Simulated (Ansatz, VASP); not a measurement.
**Two plane-wave programs on BaTiO3**

```
Ba Ti O
1.0
     3.98410    0.05976    0.05976
     0.08524    2.87974    2.88836
     0.00013   -2.79436    2.80324
Ba Ti O
1 1 3
Direct
  0.00000 0.00000 0.00000
  0.50000 0.50790 0.50790
  0.00000 0.49210 0.49210
  0.50000 0.50251 0.99371
  0.50000 0.99371 0.50251
```

Change from the starting cell: equal xy, yz and zx shear strains of +3 %, PAW files.

Alike in both runs: task electric field gradients; functional PBE; k mesh 8 × 8 × 8; occupations fermi-dirac, width 0.05 eV; no spin polarisation.

|  | VASP | Ansatz |
| --- | --- | --- |
| version | VASP 6.6.1 | Ansatz 0.2.0 |
| potentials or method | VASP PAW PBE potentials, release 64 (Ba_sv, Ti_sv, O) | PAW with Ansatz's default frozen-core files, scalar-relativistic |
| plane-wave cutoff (eV) | 520 | 420 |
| valence electrons in the cell | 40 | 40 |

VASP gave:

```
pressure (GPa)                                                : 4.1
traceless stress, the component that is largest in VASP (GPa) : -3.67
rms of the force components (eV/Å)                            : 0.096
size of Vzz on the site where it differs most (V/Å²)          : 25.4
```

Q: Estimate Ansatz's values.

A: Pressure (GPa): 2.3; traceless stress, the component that is largest in VASP (GPa): -3.57; rms of the force components (eV/Å): 0.100; size of Vzz on the site where it differs most (V/Å²): 23.2.

Atom by atom the forces differ by 0.009 eV/Å (rms over components). The functional is the same, so the differences come from potentials, cutoffs and numerics.

Spin-orbit coupling is off throughout.
